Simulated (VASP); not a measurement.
## WC (Qusongite): single point with PBE

Crystal: WC (Qusongite).

```
W C
1.0
     2.86722    0.00000    0.00000
    -1.43361    2.48308    0.00000
     0.00000    0.00000    2.79826
W C
1 1
Direct
  0.00000 0.00000 0.00000
  0.66667 0.33333 0.50000
```

```
Program                : VASP 6.6.1
Task                   : single point
Functional             : PBE
Potentials or basis    : VASP PAW PBE potentials, release 64 (W_sv, C)
Cutoff                 : 520 eV
k mesh                 : 11 × 11 × 10
Occupations            : fermi-dirac, width 0.1 eV
Spin                   : no spin polarisation
Dipole correction      : no
Further INCAR settings : ALGO = Normal; EDIFF = 1e-06; NBANDS = 16
```

- Pressure: 25.2 GPa
- Band gap on the k mesh: zero (band 9 reaches 12.32 eV, above the bottom of band 10 at 11.04 eV)

Stress tensor (GPa, compression positive):
```
24.45  0.00  0.00
 0.00 24.45  0.00
 0.00  0.00 26.73
```

Levels at points of the mesh, in eV from the Fermi level:
```
           k point  band 5  band 6  band 7  band 8  band 9  band 10  band 11  band 12  band 13  band 14
(0.00, 0.00, 0.00)  -14.83   -4.62   -3.57   -3.57    0.03     3.37     3.37     5.79     5.79     6.59
(0.00, 0.00, 0.50)  -10.55   -8.98   -2.19   -2.19   -0.70    -0.70     3.78     4.57     4.57    10.18
```

Run time: 9.7 s on 1 thread of Intel(R) Xeon(R) 6975P-C (Granite Rapids), with other jobs on the host, peak memory 0.15 GiB.

Caveat: spin-orbit coupling is left out, which moves the levels of the heavy elements.
